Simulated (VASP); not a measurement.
The system is As.

```xyz
2
Lattice="2.6475 0.0000 0.0000 -1.3238 2.2928 0.0000 0.0000 0.0000 4.2760" Properties=species:S:1:pos:R:3 pbc="T T T"
As    0.0000    1.5286    0.0000
As    1.3238    0.7643    0.0000
```

| Item | Value |
| --- | --- |
| Program | VASP 6.6.1 |
| Task | relaxation of cell and atoms |
| Functional | PBE |
| Potentials or basis | VASP PAW PBE potentials, release 64 (As) |
| Cutoff | 600 eV |
| k mesh | 9 × 9 × 4 |
| Occupations | gaussian, width 0.1 eV |
| Spin | no spin polarisation |

At the start: pressure 670.1 GPa; volume 12.98 Å³/atom.

Q: How do energy, volume and symmetry change on relaxing?

A: Over 14 steps the energy falls by 24948.9 meV/atom and the volume is 32.66 Å³/atom (+151.6 %); space group P6/mmm (No. 191, to 0.05 Å).

The path:
```tsv
step	energy change (eV)	largest force (eV/Å)	pressure (GPa)	volume (Å³)
1	0.0000	0.0000	670.06	25.96
2	-27.6928	0.0000	-4.60	633.79
3	-33.2224	0.0000	-4.61	498.51
4	-36.3843	0.0000	-4.69	417.74
5	-43.9988	0.0000	-4.98	187.59
6	-49.1828	0.0000	-6.83	88.22
7	-47.8536	0.0000	31.65	52.46
8	-49.6982	0.0000	-4.57	78.40
9	-49.8318	0.0000	3.14	66.25
10	-49.8821	0.0000	-0.84	70.90
11	-49.8847	0.0000	-0.12	69.78
12	-49.8868	0.0000	-0.12	69.33
13	-49.8924	0.0000	-0.11	68.00
14	-49.8977	0.0000	0.05	65.32
```

Final structure:
```
As
1.0
     4.33900    0.00000    0.00000
    -2.16950    3.75768    0.00000
     0.00000    0.00000    4.00612
As
2
Direct
  0.33333 0.66667 0.00000
  0.66667 0.33333 0.00000
```

Caveat: the k points lie up to 0.39 Å⁻¹ apart in the final cell; the volume moved by over 15 % at a fixed basis, so the end points are rough; this functional lacks dispersion, which binds the layers, so the pressure and a relaxed spacing across them are unreliable.
